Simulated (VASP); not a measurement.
Write the native input for VASP 6.6.1 that does the following.

```yaml
Task: single point
Functional: PBE
Potentials_or_basis: VASP PAW PBE potentials, release 64 (La, Al, F)
Cutoff: 520 eV
k_mesh: 4 × 4 × 4
Occupations: gaussian, width 0.1 eV
Spin: no spin polarisation
Dipole_correction: no
Further_INCAR_settings: ALGO = Normal; EDIFF = 1e-06; NBANDS = 42
```

The structure of La2AlF lies in POSCAR:

```
La2AlF
1.0
    0.0000000000      4.7706350100      4.7706350100
    4.7706350100      0.0000000000      4.7706350100
    4.7706350100      4.7706350100      0.0000000000
La Al F
4 2 2
Direct
    0.6250000000      0.6250000000      0.6250000000
    0.6250000000      0.6250000000      0.1250000000
    0.6250000000      0.1250000000      0.6250000000
    0.1250000000      0.6250000000      0.6250000000
    0.0000000000      0.0000000000      0.0000000000
    0.2500000000      0.2500000000      0.2500000000
    0.7500000000      0.7500000000      0.7500000000
    0.5000000000      0.5000000000      0.5000000000
```

One way to write it, as run:

INCAR

```
SYSTEM = La2AlF
ALGO = Normal ; EDIFF = 1E-6
ENCUT = 520 ; GGA = PE
ISIF = 2 ; ISMEAR = 0
LASPH = .True. ; LCHARG = .False.
LREAL = .False. ; LWAVE = .False.
NBANDS = 42 ; NELM = 100
PREC = Accurate ; SIGMA = 0.1
```

KPOINTS

```
k-points
0
Gamma
  4 4 4
  0 0 0
```

Potentials or basis: VASP PAW PBE potentials, release 64 (La, Al, F).

Run with:

```console
$ cat potpaw_PBE.64/La/POTCAR potpaw_PBE.64/Al/POTCAR potpaw_PBE.64/F/POTCAR > POTCAR
$ mpirun -np 1 vasp_std > vasp.out
```

It gave:

| Quantity | Value |
| --- | --- |
| Pressure | 22.4 GPa |
| Band gap on the k mesh | zero (band 32 reaches 6.59 eV, above the bottom of band 33 at 6.42 eV) |

Caveat: spin-orbit coupling is left out, which moves the levels of the heavy elements.

Wall time 2.6 min on 1 thread of AMD EPYC 7R43 64-Core Processor (Zen 3), with other jobs on the host, peak memory 0.33 GiB.
